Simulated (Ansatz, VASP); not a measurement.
BiBrO in VASP and in Ansatz

INCAR

```
SYSTEM = BiBrO
ALGO = Normal
EDIFF = 1E-8
ENCUT = 520
ISIF = 2
ISMEAR = 0
LASPH = .TRUE.
LCHARG = .FALSE.
LEFG = .TRUE.
LREAL = .FALSE.
LWAVE = .FALSE.
NBANDS = 37
NELM = 80
PREC = Accurate
SIGMA = 0.01
```

KPOINTS

```
k-points
0
G
  8 8 4
  0 0 0
```

File POSCAR:

```
BiBrO
1.0
    3.8828637203      0.0000000000      0.0000000000
    0.0000000000      3.8828637203      0.0000000000
    0.0000000000      0.0000000000      7.8859125154
Bi Br O
2 2 2
Direct
    0.0000000000      0.5000000000      0.1575804512
    0.5000000000      0.0000000000      0.8424195488
    0.0000000000      0.5000000000      0.6516935747
    0.5000000000      0.0000000000      0.3483064253
    0.0000000000      0.0000000000      0.0000000000
    0.5000000000      0.5000000000      0.0000000000
```

Input for Ansatz:

```yaml
crystal:
  lattice:
    - [3.8828637203, 0.0, 0.0]
    - [0.0, 3.8828637203, 0.0]
    - [0.0, 0.0, 7.8859125154]
  atoms:
    - { symbol: Bi, position: [0.0, 0.5, 0.1575804512] }
    - { symbol: Bi, position: [0.5, 0.0, 0.8424195488] }
    - { symbol: Br, position: [0.0, 0.5, 0.6516935747] }
    - { symbol: Br, position: [0.5, 0.0, 0.3483064253] }
    - { symbol: O, position: [0.0, 0.0, 0.0] }
    - { symbol: O, position: [0.5, 0.5, 0.0] }
basis:
  ecutwfc: 420
kpoints:
  mp_grid: { grid: [8, 8, 4] }
hamiltonian:
  xc: lda
scf:
  occupations: { method: fixed }
output:
  forces: true
  stress: true
  eigenvalues: true
  efg: {}
checkpoint:
  read: start.run
  write: ck
  compress: false
  write_wavefunctions: false
  write_every: 100000
```

Alike in both runs: task electric field gradients; functional LDA; k mesh 8 × 8 × 4; no spin polarisation.

|  | VASP | Ansatz |
| --- | --- | --- |
| version | VASP 6.6.1 | Ansatz 0.2.0 |
| potentials or method | VASP PAW LDA potentials, release 64 (Bi_d, Br, O), cutoff 520 eV | scalar-relativistic, plane waves, PAW |
| occupations | gaussian, width 0.01 eV | fixed |
| valence electrons in the cell | 56 | 56 |

|  | VASP | Ansatz | Ansatz less VASP |
| --- | --- | --- | --- |
| gap on the k mesh at the Fermi level (eV) | 2.02 | 2.04 | +0.017 |
| least direct gap on the mesh (eV) | 2.24 | 2.24 | +0.007 |
| pressure (GPa) | 0.3 | 0.0 | -0.29 |
| rms of the force components (eV/Å) | 0.026 | 0.000 | -0.0263 |
| size of Vzz on the site where it differs most (V/Å²) | 89.8 | 77.3 | -12.45 |

LDA's correlation is that of Perdew and Zunger in VASP and of Perdew and Wang (1992) in Ansatz. Atom by atom the forces differ by 0.026 eV/Å (rms over components).

Neither program's run includes spin-orbit coupling.
